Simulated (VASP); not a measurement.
## Mg2CdS3: single point with PBE

Mg2CdS3:

```
CELL_PARAMETERS angstrom
6.13926 -3.54453 0.00000
6.13926 3.54453 0.00000
0.00000 0.00000 6.62193
ATOMIC_POSITIONS crystal
Mg 0.16605 0.49784 0.50143
Mg 0.83395 0.50216 0.00143
Mg 0.49784 0.16605 0.00143
Mg 0.50216 0.83395 0.50143
Cd 0.82955 0.17045 0.50197
Cd 0.17045 0.82955 0.00197
S 0.82406 0.17594 0.11354
S 0.16718 0.48907 0.12832
S 0.83282 0.51093 0.62832
S 0.17594 0.82406 0.61354
S 0.48907 0.16718 0.62832
S 0.51093 0.83282 0.12832
```

- Program: VASP 6.6.1
- Task: single point
- Functional: PBE
- Potentials or basis: VASP PAW PBE potentials, release 64 (Mg, Cd, S)
- Cutoff: 520 eV
- k mesh: 6 × 6 × 4
- Occupations: gaussian, width 0.02 eV
- Spin: no spin polarisation
- Dipole correction: no
- Further INCAR settings: ALGO = Normal; EDIFF = 1e-06; NBANDS = 46

| Item | Value |
| --- | --- |
| Pressure | 0.0 GPa |
| Largest force | 0.047 eV/Å |
| Band gap on the k mesh | 2.56 eV |

Forces in eV/Å, atoms in the order of the input:
```
Mg   0.000  0.000  0.001
Mg   0.000  0.000  0.001
Mg   0.000  0.000  0.001
Mg   0.000  0.000  0.001
Cd   0.000  0.002 -0.001
Cd   0.000 -0.002 -0.001
S    0.000  0.038 -0.027
S   -0.031 -0.018  0.012
S    0.031  0.018  0.012
S    0.000 -0.038 -0.027
S   -0.031  0.018  0.012
S    0.031 -0.018  0.012
```

Levels at points of the mesh, in eV from the valence-band top:
```tsv
k point	band 31	band 32	band 33	band 34	band 35	band 36	band 37	band 38
(0.00, 0.00, 0.00)	-0.48	-0.03	-0.02	0.00	2.56	3.86	4.85	4.90
(0.50, 0.00, 0.00)	-0.47	-0.46	-0.36	-0.34	4.06	4.14	4.98	5.10
(0.50, 0.50, 0.00)	-0.51	-0.41	-0.37	-0.28	3.89	4.42	4.96	5.04
(0.00, 0.00, 0.50)	-0.26	-0.26	-0.24	-0.24	3.95	3.95	5.30	5.30
(0.50, 0.00, 0.50)	-0.78	-0.78	-0.61	-0.61	4.14	4.14	4.98	4.98
(0.50, 0.50, 0.50)	-0.76	-0.76	-0.65	-0.65	4.14	4.14	4.98	4.98
```

Run time: 13 min on 1 thread of Intel(R) Xeon(R) Platinum 8259CL CPU @ 2.50GHz (Skylake/Cascade Lake) (shared host), peak memory 0.66 GiB.

A k mesh can miss the band edges.
